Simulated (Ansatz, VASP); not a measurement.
## Mo in VASP and in Ansatz

The input INCAR:

```
SYSTEM = Mo
  PREC = Accurate
  ENCUT = 520
  EDIFF = 1E-7
  ISMEAR = 0
  SIGMA = 0.15
  LREAL = .False.
  LASPH = .True.
  NELM = 100
  ALGO = Normal
  ISIF = 2
  LWAVE = .False.
  LCHARG = .True.
  LELF = .True.
  LVHAR = .True.
  NBANDS = 13
```

File KPOINTS:

```
regular mesh
0
Gamma
  24 24 24
  0 0 0
```

The input POSCAR:

```
Mo
1.0
   -1.5710000000      1.5710000000      1.5710000000
    1.5710000000     -1.5710000000      1.5710000000
    1.5710000000      1.5710000000     -1.5710000000
Mo
1
Direct
    0.0000000000      0.0000000000      0.0000000000
```

Input for Ansatz:

```yaml
crystal:
  lattice:
    - [-1.571, 1.571, 1.571]
    - [1.571, -1.571, 1.571]
    - [1.571, 1.571, -1.571]
  atoms:
    - { symbol: Mo, position: [0.0, 0.0, 0.0] }
basis:
  ecutwfc: 420
kpoints:
  mp_grid: { grid: [24, 24, 24] }
hamiltonian:
  xc: lda
scf:
  occupations: { method: gaussian, width: 0.15 }
output:
  forces: true
  stress: true
  eigenvalues: true
```

Alike in both runs: task single point; functional LDA; k mesh 24 × 24 × 24; occupations gaussian, width 0.15 eV; no spin polarisation.

```csv
,VASP,Ansatz
version,VASP 6.6.1,Ansatz 0.2.0
potentials or method,"VASP PAW LDA potentials, release 64 (Mo_sv), cutoff 520 eV","scalar-relativistic, plane waves, PAW"
valence electrons in the cell,14,14
```

```tsv
	VASP	Ansatz	Ansatz less VASP
gap on the k mesh at the Fermi level (eV)	none	none	-
pressure (GPa)	-6.9	-8.0	-1.10
```

LDA's correlation is that of Perdew and Zunger in VASP and of Perdew and Wang (1992) in Ansatz. A gap of «none» marks a metal or a gap that the smearing closes.
